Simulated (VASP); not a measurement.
# Nb (Im-3m) in VASP: notebook

The runs below take Nb through single point, relaxation of cell and atoms, with r2SCAN+rVV10, r2SCAN, revPBE+D3(BJ), PBE.

Program: VASP 6.6.1. These are calculated values, not measurements. Logs are shortened: lines on timing, memory, paths and dates and some standing lists are left out, and cuts for length are marked.

### Step 1. The cell of the first run

Symmetry: Im-3m, No. 229, cubic system. Conventional cell: a = 3.293 Å, b = 3.293 Å, c = 3.293 Å, α = 90.00°, β = 90.00°, γ = 90.00°. Nb (site symmetry m-3m) has 14 Nb at 2.85 to 3.29 Å within 3.8 Å.

### Step 2. Single point, r2SCAN+rVV10

The input, POSCAR:

```
Nb
1.0
   -1.6465759116      1.6465759116      1.6465759116
    1.6465759116     -1.6465759116      1.6465759116
    1.6465759116      1.6465759116     -1.6465759116
Nb
1
Direct
    0.0000000000      0.0000000000      0.0000000000
```

The input, INCAR.step1:

```
SYSTEM = Nb
ALGO     = Normal         ! electronic algorithm
EDIFF    = 1E-5           ! SCF threshold, eV
ENCUT    = 550            ! plane-wave cutoff, eV
GGA      = PE             ! functional
GGA_COMPAT= .FALSE.      
ISMEAR   = -1             ! smearing method
LASPH    = .TRUE.         ! aspherical terms in the spheres
LCHARG   = .FALSE.        ! write CHGCAR
LREAL    = .FALSE.        ! projectors in reciprocal space
LWAVE    = .TRUE.         ! write WAVECAR
NBANDS   = 12             ! bands
NELM     = 120            ! most SCF steps
PREC     = Accurate       ! precision mode
SIGMA    = 0.1            ! smearing width, eV
```

The input, INCAR.step2:

```
SYSTEM = Nb
ALGO     = Normal         ! electronic algorithm
BPARAM   = 11.95        
CPARAM   = 0.0093       
EDIFF    = 1E-6           ! SCF threshold, eV
ENCUT    = 550            ! plane-wave cutoff, eV
GGA_COMPAT= .FALSE.      
ISIF     = 2              ! what is computed and relaxed
ISMEAR   = -1             ! smearing method
ISTART   = 1            
IVDW_NL  = 2            
LASPH    = .TRUE.         ! aspherical terms in the spheres
LCHARG   = .TRUE.         ! write CHGCAR
LELF     = .TRUE.         ! ELF
LMIXTAU  = .TRUE.       
LREAL    = .FALSE.        ! projectors in reciprocal space
LUSE_VDW = .TRUE.       
LVHAR    = .TRUE.       
LWAVE    = .FALSE.        ! write WAVECAR
METAGGA  = R2SCAN         ! meta-GGA
NBANDS   = 12             ! bands
NELM     = 120            ! most SCF steps
PREC     = Accurate       ! precision mode
SIGMA    = 0.1            ! smearing width, eV
```

The input, KPOINTS:

```
k-points
0
G
  13 13 13
  0 0 0
```

Potentials or basis: VASP PAW PBE potentials, release 64 (Nb_sv).

Run with:

```console
$ cat potpaw_PBE.64/Nb_sv/POTCAR > POTCAR
$ cp INCAR.step1 INCAR
$ mpirun -np 1 vasp_std > vasp.out
$ cp INCAR.step2 INCAR
$ mpirun -np 1 vasp_std > vasp.out
```

OUTCAR:

```text
SYSTEM = Nb
   BPARAM = 11.95
   EDIFF = 1E-6
   ENCUT = 550
   ISIF = 2
   ISMEAR = -1
   ISTART = 1
   IVDW_NL = 2
   LASPH = .TRUE.
   LREAL = .FALSE.
   METAGGA = R2SCAN
   NELM = 120
   PREC = Accurate

 ion  position               nearest neighbor table
   1  0.000  0.000  0.000-

  LATTYP: Found a body centered cubic cell.
 ALAT       =     3.2931518232

  Lattice vectors:

 A1 = (  -1.6465759116,   1.6465759116,   1.6465759116)
 A2 = (   1.6465759116,  -1.6465759116,   1.6465759116)
 A3 = (   1.6465759116,   1.6465759116,  -1.6465759116)

Analysis of symmetry for initial positions (statically):
=====================================================================
 Subroutine PRICEL returns:
 Original cell was already a primitive cell.

 Routine SETGRP: Setting up the symmetry group for a
 body centered cubic supercell.

 Subroutine GETGRP returns: Found 48 space group operations
 (whereof 48 operations were pure point group operations)
 out of a pool of 48 trial point group operations.

The static configuration has the point symmetry O_h .

Analysis of symmetry for dynamics (positions and initial velocities):
=====================================================================
 Subroutine PRICEL returns:
 Original cell was already a primitive cell.

 Routine SETGRP: Setting up the symmetry group for a
 body centered cubic supercell.

 Subroutine GETGRP returns: Found 48 space group operations
 (whereof 48 operations were pure point group operations)
 out of a pool of 48 trial point group operations.

The dynamic configuration has the point symmetry O_h .

 Subroutine INISYM returns: Found 48 space group operations
 (whereof 48 operations are pure point group operations),
 and found     1 'primitive' translations

----------------------------------------------------------------------------------------

                                     Primitive cell

  volume of cell :      17.8569

  direct lattice vectors                    reciprocal lattice vectors
    -1.646575912  1.646575912  1.646575912     0.000000000  0.303660461  0.303660461
     1.646575912 -1.646575912  1.646575912     0.303660461  0.000000000  0.303660461
     1.646575912  1.646575912 -1.646575912     0.303660461  0.303660461  0.000000000

  length of vectors
     2.851953137  2.851953137  2.851953137     0.429440742  0.429440742  0.429440742

  position of ions in fractional coordinates (direct lattice)
     0.000000000  0.000000000  0.000000000

  ion indices of the primitive-cell ions
   primitive index   ion index
                 1           1

----------------------------------------------------------------------------------------

 KPOINTS: k-points

Automatic generation of k-mesh.
 Grid dimensions read from file:
 generate k-points for:   13   13   13

 Generating k-lattice:

  Cartesian coordinates                     Fractional coordinates (reciprocal lattice)
     0.000000000  0.023358497  0.023358497     0.076923077  0.000000000  0.000000000
     0.023358497  0.000000000  0.023358497     0.000000000  0.076923077  0.000000000
     0.023358497  0.023358497  0.000000000     0.000000000  0.000000000  0.076923077

  Length of vectors
     0.033033903  0.033033903  0.033033903

  Shift w.r.t. Gamma in fractional coordinates (k-lattice)
     0.000000000  0.000000000  0.000000000

 Subroutine IBZKPT returns following result:
 ===========================================

 Found     84 irreducible k-points:

 Following reciprocal coordinates:
            Coordinates               Weight
  0.000000  0.000000  0.000000      1.000000
  0.076923  0.000000  0.000000     12.000000
  0.153846  0.000000  0.000000     12.000000
  0.230769  0.000000  0.000000     12.000000
  0.307692  0.000000  0.000000     12.000000
  0.384615  0.000000  0.000000     12.000000
[... 16 lines left out ...]
  0.153846  0.076923  0.076923     24.000000
  0.230769  0.076923  0.076923     24.000000
 [... further k-points ...]
   k-points           NKPTS =     84   k-points in BZ     NKDIM =     84   number of bands    NBANDS=     12
   number of dos      NEDOS =    301   number of ions     NIONS =      1
   total plane-waves  NPLWV =  13824
   dimension x,y,z NGX =    24 NGY =   24 NGZ =   24
   dimension x,y,z NGXF=    48 NGYF=   48 NGZF=   48
   ions per type =               1
   NGX,Y,Z   is equivalent  to a cutoff of  13.99, 13.99, 13.99 a.u.
   NGXF,Y,Z  is equivalent  to a cutoff of  27.98, 27.98, 27.98 a.u.
 SYSTEM =  Nb
   PREC   = accura    normal or accurate (medium, high low for compatibility)
   ISTART =      1    job   : 0-new  1-cont  2-samecut
   ICHARG =      0    charge: 1-file 2-atom 10-const
   ISPIN  =      1    spin polarized calculation?
   LNONCOLLINEAR =      F non collinear calculations
   LSORBIT =      F    spin-orbit coupling
   LASPH  =      T    aspherical Exc in radial PAW
   ENCUT  =  550.0 eV  40.42 Ry    6.36 a.u.   5.45  5.45  5.45*2*pi/ulx,y,z
   NELM   =    120;   NELMIN=  2; NELMDL=  0     # of ELM steps
   EDIFF  = 0.1E-05   stopping-criterion for ELM
   LREAL  =      F    real-space projection
   EDIFFG = 0.1E-04   stopping-criterion for IOM
   NSW    =      0    number of steps for IOM
   IBRION =     -1    ionic relax: 0-MD 1-quasi-New 2-CG
   NFREE  =      0    steps in history (QN), initial steepest desc. (CG)
   ISIF   =      2    stress and relaxation
   ISYM   =      2    0-nonsym 1-usesym 2-fastsym
   POTIM  = 0.5000    time-step for ionic-motion
   TEBEG  =    0.0;   TEEND  =   0.0 temperature during run
   PSTRESS=    0.0 pullay stress
   NELECT =      13.0000    total number of electrons
   NUPDOWN=      -1.0000    fix difference up-down
   EMIN   =  10.00;   EMAX   =-10.00  energy-range for DOS
   EFERMI =   0.00;   METHOD = LEGACY
   ISMEAR =    -1;   SIGMA  =   0.10  broadening in eV -4-tet -1-fermi 0-gaus
   EFERMI_NEDOS =   21; number of points for ismear=-14 and -15
   IALGO  =     38    algorithm
   IMIX   =      4    mixing-type and parameters
     AMIX     =   0.40;   BMIX     =  1.00
     AMIX_MAG =   1.60;   BMIX_MAG =  1.00
  volume/ion in A,a.u.               =      17.86       120.50
  Fermi-wavevector in a.u.,A,eV,Ry     =   1.472722  2.783042 29.509825  2.168911
  Thomas-Fermi vector in A             =   2.587702
   LORBIT       =      0    0 simple, 1 ext, 2 COOP (PROOUT), +10 PAW based schemes
   METAGGA = R2SCAN    functional components
   LHFCALC =     F    Hartree Fock is set to
   AEXX    =    0.0000 exact exchange contribution
   IVDW_NL    =     2    kernel type
   BPARAM     =11.9500
   IVDW    =     0    specifies the selected vdW correction
   LEPSILON=     F    determine dielectric tensor
   LRPA    =     F    only Hartree local field effects (RPA)
 non-spin polarized calculation
  energy-cutoff  :      550.00
  volume of cell :       17.86
 maximum number of plane-waves:       539
 NGX is ok and might be reduce to    24
   NGX = 11   NGY = 11   NGZ = 11

 number of electron      13.0000001 magnetization

 Free energy of the ion-electron system (eV)
  ---------------------------------------------------
  ext. energy  EPLUGINS =         0.00000000
  ---------------------------------------------------
  free energy    TOTEN  =       -24.65559596 eV

  energy without entropy =      -24.61232342  energy(sigma->0) =      -24.63395969

 E-fermi :  11.2729     XC(G=0): -13.6963

 val. band max:       11.2171092333   @ k =   0.3077   0.1538   0.1538
 cond. band min:      11.3175397756   @ k =   0.0769   0.0769   0.0000
 fundamental gap:      0.1004305423
 Fermi energy:        11.2729419588

 k-point     1 :       0.0000    0.0000    0.0000
  band No.  band energies     occupation
      1     -44.8684      2.00000
      2     -19.3888      2.00000
      3     -19.3888      2.00000
      4     -19.3888      2.00000
      5       4.9324      2.00000
      6      11.6960      0.02868
      7      11.6960      0.02868
      8      11.6960      0.02868
      9      14.8501      0.00000
     10      14.8501      0.00000
     11      26.1366      0.00000
     12      26.1366      0.00000

 k-point     2 :       0.0769    0.0000    0.0000
  band No.  band energies     occupation
      1     -44.8528      2.00000
      2     -19.4812      2.00000
      3     -19.4164      2.00000
      4     -19.3896      2.00000
      5       5.1903      2.00000
      6      11.5342      0.13660
      7      11.6507      0.04472
      8      11.9419      0.00248
      9      14.6075      0.00000
     10      14.8489      0.00000
     11      26.3453      0.00000
     12      26.5851      0.00000

 k-point     3 :       0.1538    0.0000    0.0000
  band No.  band energies     occupation
      1     -44.8093      2.00000
      2     -19.7321      2.00000
      3     -19.4923      2.00000
      4     -19.3919      2.00000
      5       5.8944      2.00000
      6      11.1186      1.64805
      7      11.4466      0.29951
      8      12.6616      0.00000
      9      14.2427      0.00000
     10      14.8699      0.00000
     11      26.7295      0.00000
     12      27.8523      0.00000

 k-point     4 :       0.2308    0.0000    0.0000
  band No.  band energies     occupation
      1     -44.7474      2.00000
      2     -20.0742      2.00000
      3     -19.5975      2.00000
      4     -19.3953      2.00000
      5       6.7943      2.00000
      6      10.5969      1.99769
      7      11.1649      1.49316
      8      13.7973      0.00000
      9      14.2254      0.00000
     10      14.9620      0.00000
     11      26.5222      0.00000
     12      28.2105      0.00000

 k-point     5 :       0.3077    0.0000    0.0000
  band No.  band energies     occupation
      1     -44.6808      2.00000
      2     -20.4241      2.00000
      3     -19.7071      2.00000
      4     -19.3989      2.00000
      5       7.3896      2.00000
      6      10.1052      1.99998
      7      11.3854      0.49021
      8      14.5054      0.00000
      9      15.1500      0.00000
     10      15.2341      0.00000
     11      25.4416      0.00000
     12      26.9969      0.00000
[... 228 lines left out ...]
      1     -44.5569      2.00000
      2     -20.5292      2.00000
      3     -20.3000      2.00000
      4     -19.5735      2.00000
      5       8.9096      2.00000
      6      10.0137      1.99999
      7      10.6347      1.99662
      8      15.0286      0.00000
      9      15.5323      0.00000
     10      21.7355      0.00000
     11      22.3942      0.00000
     12      23.9226      0.00000

 k-point    22 :       0.0769    0.0769    0.0769
  band No.  band energies     occupation
      1     -44.7837      2.00000
      2     -19.8994      2.00000
      3     -19.4539      2.00000
      4     -19.4539      2.00000
      5       6.3304      2.00000
      6      10.9274      1.93878
      7      10.9274      1.93878
      8      13.4481      0.00000
      9      14.5823      0.00000
     10      14.5823      0.00000
     11      27.1545      0.00000
     12      28.0248      0.00000

 k-point    23 :       0.1538    0.0769    0.0769
  band No.  band energies     occupation
      1     -44.7275      2.00000
      2     -20.1840      2.00000
      3     -19.5679      2.00000
      4     -19.4639      2.00000
      5       7.2336      2.00000
      6      10.4059      1.99966
      7      10.5664      1.99829
      8      14.4656      0.00000
      9      14.7775      0.00000
     10      14.9074      0.00000
     11      27.1858      0.00000
     12      28.0104      0.00000

 k-point    24 :       0.2308    0.0769    0.0769
  band No.  band energies     occupation
      1     -44.6672      2.00000
      2     -20.4555      2.00000
      3     -19.7104      2.00000
      4     -19.4746      2.00000
      5       7.9040      2.00000
      6       9.9650      2.00000
      7      10.6849      1.99443
      8      14.6333      0.00000
      9      15.1975      0.00000
     10      16.3281      0.00000
     11      25.9686      0.00000
     12      26.8095      0.00000

 [... further k-points ...]

------------------------ aborting loop because EDIFF is reached ----------------------------------------

  FORCE on cell =-STRESS in cart. coord.  units (eV):
  Direction    XX          YY          ZZ          XY          YZ          ZX
  --------------------------------------------------------------------------------------
  -------------------------------------------------------------------------------------
  Total        0.0048569      0.0048569      0.0048569      0.0000000     -0.0000000      0.0000000
  in kB        0.4357771      0.4357771      0.4357771      0.0000000     -0.0000000      0.0000000
  external PRESSURE =       0.4357771 kB  Pullay stress =       0.0000000 kB

 VOLUME and BASIS-vectors are now :
 -----------------------------------------------------------------------------
  energy-cutoff  :      550.00
  volume of cell :       17.86
      direct lattice vectors                 reciprocal lattice vectors
    -1.646575912  1.646575912  1.646575912     0.000000000  0.303660461  0.303660461
     1.646575912 -1.646575912  1.646575912     0.303660461  0.000000000  0.303660461
     1.646575912  1.646575912 -1.646575912     0.303660461  0.303660461  0.000000000

 POSITION                                       TOTAL-FORCE (eV/Angst)
 -----------------------------------------------------------------------------------
      0.00000      0.00000      0.00000         0.000000     -0.000000     -0.000000
 -----------------------------------------------------------------------------------
    total drift:                                0.000000     -0.000000     -0.000000

  FREE ENERGIE OF THE ION-ELECTRON SYSTEM (eV)
  ---------------------------------------------------
  free  energy   TOTEN  =       -24.6555959582 eV

  energy  without entropy=      -24.6123234215  energy(sigma->0) =      -24.63395969
```

It took 77 s on 1 thread of Intel Xeon Platinum 8488C (Sapphire Rapids), shared host; peak memory 0.22 GiB.

Results:

| Quantity | Value |
| --- | --- |
| Free energy | -24.6556 eV |
| Pressure | 0.0 GPa |
| Band gap on the k mesh | zero (an odd number of electrons rules out a gap without spin polarisation) |

Caveat: the PAW data sets were made with another functional, which shifts forces and pressure a little.

### Step 3. Single point, r2SCAN

This run uses another cell than the first one, of 18.01 Å³/atom.

The input, POSCAR:

```
Nb
1.0
   -1.6511377548      1.6511377548      1.6511377548
    1.6511377548     -1.6511377548      1.6511377548
    1.6511377548      1.6511377548     -1.6511377548
Nb
1
Direct
    0.0000000000      0.0000000000      0.0000000000
```

The input, INCAR.step1:

```
PREC = Accurate
ENCUT = 550
ISMEAR = -1
SIGMA = 0.1
LREAL = F
LASPH = T
NELM = 120
NBANDS = 12
GGA = PE
ALGO = Normal
EDIFF = 1E-5
LWAVE = T
LCHARG = F
GGA_COMPAT = F
```

The input, INCAR.step2:

```
PREC = Accurate
ENCUT = 550
EDIFF = 1E-6
ISMEAR = -1
SIGMA = 0.1
LREAL = F
LASPH = T
NELM = 120
ALGO = Normal
ISIF = 2
LWAVE = F
LCHARG = F
METAGGA = R2SCAN
LMIXTAU = T
NBANDS = 12
ISTART = 1
GGA_COMPAT = F
```

The input, KPOINTS:

```
regular mesh
0
Gamma
  13 13 13
```

Potentials or basis: VASP PAW PBE potentials, release 64 (Nb_sv).

Run with:

```console
$ cat potpaw_PBE.64/Nb_sv/POTCAR > POTCAR
$ cp INCAR.step1 INCAR
$ mpirun -np 1 vasp_std > vasp.out
$ cp INCAR.step2 INCAR
$ mpirun -np 1 vasp_std > vasp.out
```

It took 51 s on 1 thread of Intel Xeon Platinum 8488C (Sapphire Rapids), shared host; peak memory 0.15 GiB.

It converged, with:

```
Free energy            : -24.8681 eV
Pressure               : -0.1 GPa
Band gap on the k mesh : zero (an odd number of electrons rules out a gap without spin polarisation)
```

Levels at points of the mesh, in eV from the Fermi level:
| k point | band 2 | band 3 | band 4 | band 5 | band 6 | band 7 | band 8 | band 9 | band 10 | band 11 |
| --- | --- | --- | --- | --- | --- | --- | --- | --- | --- | --- |
| (0.00, 0.00, 0.00) | -30.71 | -30.71 | -30.71 | -6.31 | 0.42 | 0.42 | 0.42 | 3.55 | 3.55 | 14.85 |

Caveat: the PAW data sets were made with another functional, which shifts forces and pressure a little.

### Step 4. Relaxation of cell and atoms, revPBE+D3(BJ)

This run uses another cell than the first one, of 18.43 Å³/atom.

The input, INCAR:

```
ALGO     = Normal         # electronic algorithm
EDIFF    = 1E-7           # SCF threshold, eV
EDIFFG   = -0.01          # ionic threshold
ENCUT    = 500            # plane-wave cutoff, eV
GGA      = RE             # functional
GGA_COMPAT= False        
IBRION   = 2              # ionic algorithm
ISIF     = 3              # what is computed and relaxed
ISMEAR   = -1             # smearing method
IVDW     = 12             # dispersion correction
LASPH    = True           # aspherical terms in the spheres
LCHARG   = False          # write CHGCAR
LREAL    = False          # projectors in reciprocal space
LWAVE    = False          # write WAVECAR
NELM     = 120            # most SCF steps
NELMIN   = 4            
NSW      = 80             # ionic steps
PREC     = Accurate       # precision mode
SIGMA    = 0.1            # smearing width, eV
```

The input, KPOINTS:

```
k-points
0
Gamma
  13 13 13
```

The input, POSCAR:

```
Nb
1.0
   -1.6639500000      1.6639500000      1.6639500000
    1.6639500000     -1.6639500000      1.6639500000
    1.6639500000      1.6639500000     -1.6639500000
Nb
1
Direct
    0.0000000000      0.0000000000      0.0000000000
```

Run with:

```console
$ cat potpaw_PBE.64/Nb_sv/POTCAR > POTCAR
$ mpirun -np 1 vasp_std > vasp.out
```

Wall time 67 s (1 thread of Intel Xeon Platinum 8488C (Sapphire Rapids), shared host); peak memory 0.16 GiB.

Results (log left out):

| Property | Result |
| --- | --- |
| Free energy | -11.2218 eV |
| Relaxed volume | 16.97 Å³/atom |
| Relaxed cell | a = 2.804 Å, b = 2.804 Å, c = 2.804 Å, α = 109.47°, β = 109.47°, γ = 109.47° |
| Space group after relaxing (to 0.1 Å) | Im-3m (No. 229) |
| Energy gained by relaxing | 64.3 meV/atom |
| Ionic steps | 7 |
| Pressure after relaxing | 0.0 GPa |
| Band gap on the k mesh | zero (an odd number of electrons rules out a gap without spin polarisation) |
| Dispersion energy per atom | -1.443 eV |

The path:
```tsv
step	energy change (eV)	largest force (eV/Å)	pressure (GPa)	volume (Å³)
1	0.0000	0.0000	-13.20	18.43
2	0.1667	0.0000	36.27	14.67
3	-0.0642	0.0000	-0.69	17.03
4	-0.0643	0.0000	-0.10	16.98
5	-0.0643	0.0000	0.21	16.95
6	-0.0643	0.0000	-0.33	17.00
7	-0.0643	0.0000	0.01	16.97
```

Final structure:
```xyz
1
Lattice="-1.6188 1.6188 1.6188 1.6188 -1.6188 1.6188 1.6188 1.6188 -1.6188" Properties=species:S:1:pos:R:3 pbc="T T T"
Nb    0.0000    0.0000    0.0000
```

Levels at points of the mesh, in eV from the Fermi level:
| k point | band 3 | band 4 | band 5 | band 6 | band 7 | band 8 | band 9 | band 10 |
| --- | --- | --- | --- | --- | --- | --- | --- | --- |
| (0.00, 0.00, 0.00) | -29.50 | -29.50 | -6.07 | 0.32 | 0.32 | 0.32 | 3.43 | 3.43 |

Caveat: the PAW data sets were made with another functional, which shifts forces and pressure a little.

[end of part 1 of 2]
